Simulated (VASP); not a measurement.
Hf, 1 atom in the cell. It takes space group Fm-3m (No. 225, cubic). The conventional cell has a = 4.394 Å, b = 4.394 Å, c = 4.394 Å, α = 90.00°, β = 90.00°, γ = 90.00°. Hf (site symmetry m-3m) has 12 Hf at 3.11 Å within 4.1 Å. This isn't the form of Hf at room conditions, which is hcp.

```yaml
Program: VASP 6.6.1
Task: single point
Functional: PBE
Potentials_or_basis: VASP PAW PBE potentials, release 64 (Hf_pv)
Cutoff: 520 eV
k_mesh: 21 × 21 × 21
Occupations: fermi-dirac, width 0.0612256 eV
Spin: no spin polarisation
Dipole_correction: no
Further_INCAR_settings: ALGO = Normal; EDIFF = 1e-06; NBANDS = 11
```

Potentials or basis: VASP PAW PBE potentials, release 64 (Hf_pv).

Launch:

```console
$ cat potpaw_PBE.64/Hf_pv/POTCAR > POTCAR
$ mpirun -np 1 vasp_std > vasp.out
```

Hardware: 1 thread of Intel Xeon 8259CL (shared host).

**Question.** Estimate the wall time of this run.

**Answer.** Wall time 52 s on 1 thread of Intel Xeon 8259CL (shared host), peak memory 0.19 GiB. Counts: scf iterations 11, k points 286.
